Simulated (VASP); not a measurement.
# NaCl (Fm-3m) in VASP: a series of runs

Runs on NaCl. Level: PBE. Tasks: single point.

All numbers are computed with VASP 6.6.1; they aren't measurements. Logs are shortened: lines on timing, memory, paths and dates and some standing lists are left out, and cuts for length are marked.

**1. The cell of the first run**

It takes space group Fm-3m (No. 225, cubic). The conventional cell has a = 5.204 Å, b = 5.204 Å, c = 5.204 Å, α = 90.00°, β = 90.00°, γ = 90.00°. Na (site symmetry m-3m) has 6 Cl at 2.60 Å within 3.4 Å. Within 3.4 Å of Cl (site symmetry m-3m) lie 6 Na at 2.60 Å.

**2. Single point, PBE**

INCAR

```
PREC = Accurate
ENCUT = 520
EDIFF = 1E-7
ISMEAR = 0
SIGMA = 0.02
LREAL = False
LASPH = True
NELM = 80
ALGO = Normal
ISIF = 2
LWAVE = False
LCHARG = True
GGA = PE
LELF = True
LVHAR = True
NBANDS = 14
```

KPOINTS

```
regular mesh
0
Gamma
  8 8 8
```

POSCAR

```
NaCl
1.0
    0.0000000000      2.6020722712      2.6020722712
    2.6020722712      0.0000000000      2.6020722712
    2.6020722712      2.6020722712      0.0000000000
Na Cl
1 1
Direct
    0.0000000000      0.0000000000      0.0000000000
    0.5000000000      0.5000000000      0.5000000000
```

Potentials or basis: VASP PAW PBE potentials, release 64 (Na_pv, Cl).

Run with:

```
$ cat potpaw_PBE.64/Na_pv/POTCAR potpaw_PBE.64/Cl/POTCAR > POTCAR
$ mpirun -np 1 vasp_std > vasp.out
```

OUTCAR:

```text
PREC = Accurate
   ENCUT = 520
   EDIFF = 1E-7
   ISMEAR = 0
   LREAL = False
   LASPH = True
   NELM = 80
   ISIF = 2
   GGA = PE

 ion  position               nearest neighbor table
   1  0.000  0.000  0.000-   2 2.60   2 2.60   2 2.60   2 2.60   2 2.60   2 2.60
   2  0.500  0.500  0.500-   1 2.60   1 2.60   1 2.60   1 2.60   1 2.60   1 2.60

  LATTYP: Found a face centered cubic cell.
 ALAT       =     5.2041445424

  Lattice vectors:

 A1 = (   0.0000000000,   2.6020722712,   2.6020722712)
 A2 = (   2.6020722712,   0.0000000000,   2.6020722712)
 A3 = (   2.6020722712,   2.6020722712,   0.0000000000)

Analysis of symmetry for initial positions (statically):
=====================================================================
 Subroutine PRICEL returns:
 Original cell was already a primitive cell.

 Routine SETGRP: Setting up the symmetry group for a
 face centered cubic supercell.

 Subroutine GETGRP returns: Found 48 space group operations
 (whereof 48 operations were pure point group operations)
 out of a pool of 48 trial point group operations.

The static configuration has the point symmetry O_h .

Analysis of symmetry for dynamics (positions and initial velocities):
=====================================================================
 Subroutine PRICEL returns:
 Original cell was already a primitive cell.

 Routine SETGRP: Setting up the symmetry group for a
 face centered cubic supercell.

 Subroutine GETGRP returns: Found 48 space group operations
 (whereof 48 operations were pure point group operations)
 out of a pool of 48 trial point group operations.

The dynamic configuration has the point symmetry O_h .

 Subroutine INISYM returns: Found 48 space group operations
 (whereof 48 operations are pure point group operations),
 and found     1 'primitive' translations

----------------------------------------------------------------------------------------

                                     Primitive cell

  volume of cell :      35.2361

  direct lattice vectors                    reciprocal lattice vectors
     0.000000000  2.602072271  2.602072271    -0.192154540  0.192154540  0.192154540
     2.602072271  0.000000000  2.602072271     0.192154540 -0.192154540  0.192154540
     2.602072271  2.602072271  0.000000000     0.192154540  0.192154540 -0.192154540

  length of vectors
     3.679885896  3.679885896  3.679885896     0.332821426  0.332821426  0.332821426

  position of ions in fractional coordinates (direct lattice)
     0.000000000  0.000000000  0.000000000
     0.500000000  0.500000000  0.500000000

  ion indices of the primitive-cell ions
   primitive index   ion index
                 1           1
                 2           2

----------------------------------------------------------------------------------------

 KPOINTS: regular mesh

Automatic generation of k-mesh.
 Grid dimensions read from file:
 generate k-points for:    8    8    8

 Generating k-lattice:

  Cartesian coordinates                     Fractional coordinates (reciprocal lattice)
    -0.024019317  0.024019317  0.024019317     0.125000000  0.000000000  0.000000000
     0.024019317 -0.024019317  0.024019317     0.000000000  0.125000000  0.000000000
     0.024019317  0.024019317 -0.024019317     0.000000000  0.000000000  0.125000000

  Length of vectors
     0.041602678  0.041602678  0.041602678

  Shift w.r.t. Gamma in fractional coordinates (k-lattice)
     0.000000000  0.000000000  0.000000000

 Subroutine IBZKPT returns following result:
 ===========================================

 Found     29 irreducible k-points:

 Following reciprocal coordinates:
            Coordinates               Weight
  0.000000  0.000000  0.000000      1.000000
  0.125000  0.000000  0.000000      8.000000
  0.250000  0.000000  0.000000      8.000000
  0.375000  0.000000  0.000000      8.000000
  0.500000  0.000000  0.000000      4.000000
  0.125000  0.125000  0.000000      6.000000
[... 16 lines left out ...]
  0.500000  0.250000  0.125000     48.000000
 -0.375000  0.250000  0.125000     24.000000
 [... further k-points ...]
   k-points           NKPTS =     29   k-points in BZ     NKDIM =     29   number of bands    NBANDS=     14
   number of dos      NEDOS =    301   number of ions     NIONS =      2
   total plane-waves  NPLWV =  21952
   dimension x,y,z NGX =    28 NGY =   28 NGZ =   28
   dimension x,y,z NGXF=    56 NGYF=   56 NGZF=   56
   ions per type =               1   1
   NGX,Y,Z   is equivalent  to a cutoff of  12.65, 12.65, 12.65 a.u.
   NGXF,Y,Z  is equivalent  to a cutoff of  25.30, 25.30, 25.30 a.u.
 SYSTEM =  unknown system
   PREC   = accura    normal or accurate (medium, high low for compatibility)
   ISTART =      0    job   : 0-new  1-cont  2-samecut
   ICHARG =      2    charge: 1-file 2-atom 10-const
   ISPIN  =      1    spin polarized calculation?
   LNONCOLLINEAR =      F non collinear calculations
   LSORBIT =      F    spin-orbit coupling
   LASPH  =      T    aspherical Exc in radial PAW
   ENCUT  =  520.0 eV  38.22 Ry    6.18 a.u.   6.84  6.84  6.84*2*pi/ulx,y,z
   NELM   =     80;   NELMIN=  2; NELMDL= -5     # of ELM steps
   EDIFF  = 0.1E-06   stopping-criterion for ELM
   LREAL  =      F    real-space projection
   EDIFFG = 0.1E-05   stopping-criterion for IOM
   NSW    =      0    number of steps for IOM
   IBRION =     -1    ionic relax: 0-MD 1-quasi-New 2-CG
   NFREE  =      0    steps in history (QN), initial steepest desc. (CG)
   ISIF   =      2    stress and relaxation
   ISYM   =      2    0-nonsym 1-usesym 2-fastsym
   POTIM  = 0.5000    time-step for ionic-motion
   TEBEG  =    0.0;   TEEND  =   0.0 temperature during run
   PSTRESS=    0.0 pullay stress
   NELECT =      14.0000    total number of electrons
   NUPDOWN=      -1.0000    fix difference up-down
   EMIN   =  10.00;   EMAX   =-10.00  energy-range for DOS
   EFERMI =   0.00;   METHOD = LEGACY
   ISMEAR =     0;   SIGMA  =   0.02  broadening in eV -4-tet -1-fermi 0-gaus
   EFERMI_NEDOS =   21; number of points for ismear=-14 and -15
   IALGO  =     38    algorithm
   IMIX   =      4    mixing-type and parameters
     AMIX     =   0.40;   BMIX     =  1.00
     AMIX_MAG =   1.60;   BMIX_MAG =  1.00
  volume/ion in A,a.u.               =      17.62       118.89
  Fermi-wavevector in a.u.,A,eV,Ry     =   1.203524  2.274331 19.707637  1.448470
  Thomas-Fermi vector in A             =   2.339275
   LORBIT       =      0    0 simple, 1 ext, 2 COOP (PROOUT), +10 PAW based schemes
   GGA     = PE    functional components
   LHFCALC =     F    Hartree Fock is set to
   AEXX    =    0.0000 exact exchange contribution
   IVDW    =     0    specifies the selected vdW correction
   LEPSILON=     F    determine dielectric tensor
   LRPA    =     F    only Hartree local field effects (RPA)
 non-spin polarized calculation
 Gauss-broadening in eV      SIGMA  =   0.02
  energy-cutoff  :      520.00
  volume of cell :       35.24
 maximum number of plane-waves:       960
   NGX = 13   NGY = 13   NGZ = 13

 number of electron      14.0000009 magnetization

 Free energy of the ion-electron system (eV)
  ---------------------------------------------------
  ext. energy  EPLUGINS =         0.00000000
  ---------------------------------------------------
  free energy    TOTEN  =        -6.45679662 eV

  energy without entropy =       -6.45679662  energy(sigma->0) =       -6.45679662

 E-fermi :   1.0182     XC(G=0):  -9.2492

 val. band max:        0.9259808511   @ k =   0.0000   0.0000   0.0000
 cond. band min:       7.1456886112   @ k =   0.0000   0.0000   0.0000
 fundamental gap:      6.2197077601
 Fermi energy:         1.0181871324

 k-point     1 :       0.0000    0.0000    0.0000
  band No.  band energies     occupation
      1     -19.5598      2.00000
      2     -19.5598      2.00000
      3     -19.5598      2.00000
      4     -12.4246      2.00000
      5       0.9260      2.00000
      6       0.9260      2.00000
      7       0.9260      2.00000
      8       7.1457      0.00000
      9      12.1868      0.00000
     10      12.1868      0.00000
     11      12.1868      0.00000
     12      14.7007      0.00000
     13      14.7007      0.00000
     14      16.7106      0.00000

 k-point     2 :       0.1250    0.0000    0.0000
  band No.  band energies     occupation
      1     -19.5735      2.00000
      2     -19.5605      2.00000
      3     -19.5605      2.00000
      4     -12.3325      2.00000
      5       0.3994      2.00000
      6       0.8573      2.00000
      7       0.8573      2.00000
      8       7.7338      0.00000
      9      11.6866      0.00000
     10      12.4475      0.00000
     11      12.4475      0.00000
     12      14.5307      0.00000
     13      14.5307      0.00000
     14      17.8934      0.00000

 k-point     3 :       0.2500    0.0000    0.0000
  band No.  band energies     occupation
      1     -19.6058      2.00000
      2     -19.5623      2.00000
      3     -19.5623      2.00000
      4     -12.1001      2.00000
      5      -0.6432      2.00000
      6       0.6987      2.00000
      7       0.6987      2.00000
      8       8.5894      0.00000
      9      11.5767      0.00000
     10      12.7235      0.00000
     11      12.7235      0.00000
     12      14.8530      0.00000
     13      14.8530      0.00000
     14      18.5010      0.00000
[... 324 lines left out ...]
 k-point    23 :       0.5000    0.2500    0.1250
  band No.  band energies     occupation
      1     -19.6244      2.00000
      2     -19.5806      2.00000
      3     -19.5689      2.00000
      4     -11.7745      2.00000
      5      -1.2953      2.00000
      6      -0.1108      2.00000
      7       0.3598      2.00000
      8       9.8828      0.00000
      9      11.3326      0.00000
     10      11.5879      0.00000
     11      13.7284      0.00000
     12      15.6765      0.00000
     13      18.6853      0.00000
     14      18.9748      0.00000

 k-point    24 :      -0.3750    0.2500    0.1250
  band No.  band energies     occupation
      1     -19.6306      2.00000
      2     -19.5818      2.00000
      3     -19.5711      2.00000
      4     -11.6968      2.00000
      5      -1.4741      2.00000
      6      -0.2289      2.00000
      7       0.2827      2.00000
      8       9.8304      0.00000
      9      11.2305      0.00000
     10      12.4130      0.00000
     11      13.5122      0.00000
     12      16.5117      0.00000
     13      18.2565      0.00000
     14      19.1064      0.00000

 [... further k-points ...]
[... 5 lines left out ...]
  --------------------------------------------------------------------------------------
  -------------------------------------------------------------------------------------
  Total        2.6442463      2.6442463      2.6442463     -0.0000000      0.0000000     -0.0000000
  in kB      120.2332076    120.2332076    120.2332076     -0.0000000      0.0000000     -0.0000000
  external PRESSURE =     120.2332076 kB  Pullay stress =       0.0000000 kB

 VOLUME and BASIS-vectors are now :
 -----------------------------------------------------------------------------
  energy-cutoff  :      520.00
  volume of cell :       35.24
      direct lattice vectors                 reciprocal lattice vectors
     0.000000000  2.602072271  2.602072271    -0.192154540  0.192154540  0.192154540
     2.602072271  0.000000000  2.602072271     0.192154540 -0.192154540  0.192154540
     2.602072271  2.602072271  0.000000000     0.192154540  0.192154540 -0.192154540

 POSITION                                       TOTAL-FORCE (eV/Angst)
 -----------------------------------------------------------------------------------
      0.00000      0.00000      0.00000         0.000000      0.000000      0.000000
      2.60207      2.60207      2.60207        -0.000000     -0.000000     -0.000000
 -----------------------------------------------------------------------------------
    total drift:                                0.000000      0.000000      0.000000

  FREE ENERGIE OF THE ION-ELECTRON SYSTEM (eV)
  ---------------------------------------------------
  free  energy   TOTEN  =        -6.4567966233 eV

  energy  without entropy=       -6.4567966233  energy(sigma->0) =       -6.45679662
```

Run time: 11 s. Hardware: 1 thread of Intel Xeon Platinum 8559C (Emerald Rapids), shared host; peak memory 0.15 GiB.

What came out:

| Item | Value |
| --- | --- |
| Free energy | -6.4568 eV |
| Pressure | 12.0 GPa |
| Band gap on the k mesh | 6.22 eV, direct |

**3. Single point, PBE**

This run uses another cell than the first one, of 19.22 Å³/atom, 1.091 times its volume.

INCAR

```
  PREC = Accurate
  ENCUT = 520
  EDIFF = 1E-6
  ISMEAR = 0
  SIGMA = 0.01
  LREAL = F
  LASPH = T
  NELM = 60
  ALGO = Normal
  ISIF = 2
  LWAVE = F
  LCHARG = F
  GGA = PE
  NBANDS = 14
```

KPOINTS is that of step 2.

POSCAR

```
NaCl
1.0
    0.0000000000      2.6787764695      2.6787764695
    2.6787764695      0.0000000000      2.6787764695
    2.6787764695      2.6787764695      0.0000000000
Na Cl
1 1
Direct
    0.0000000000      0.0000000000      0.0000000000
    0.5000000000      0.5000000000      0.5000000000
```

Potentials or basis: VASP PAW PBE potentials, release 64 (Na_pv, Cl).

Run with:

```
$ cat potpaw_PBE.64/Na_pv/POTCAR potpaw_PBE.64/Cl/POTCAR > POTCAR
$ mpirun -np 1 vasp_std > vasp.out
```

Run time: 9.7 s. Hardware: 1 thread of Intel Xeon Platinum 8559C (Emerald Rapids), shared host; peak memory 0.15 GiB.

It converged, with:

* Free energy: -6.6411 eV
* Pressure: 6.6 GPa
* Band gap on the k mesh: 5.77 eV, direct

Levels at points of the mesh, in eV from the valence-band top:
```tsv
k point	band 4	band 5	band 6	band 7	band 8	band 9	band 10	band 11
(0.00, 0.00, 0.00)	-13.06	0.00	0.00	0.00	5.77	11.24	11.24	11.24
(0.50, 0.00, 0.00)	-12.53	-2.44	-0.36	-0.36	7.53	11.33	11.33	11.95
(0.50, 0.50, 0.00)	-12.48	-2.10	-0.76	-0.76	7.89	7.98	12.48	15.82
```

As with any semilocal functional, this PBE gap is likely too small.
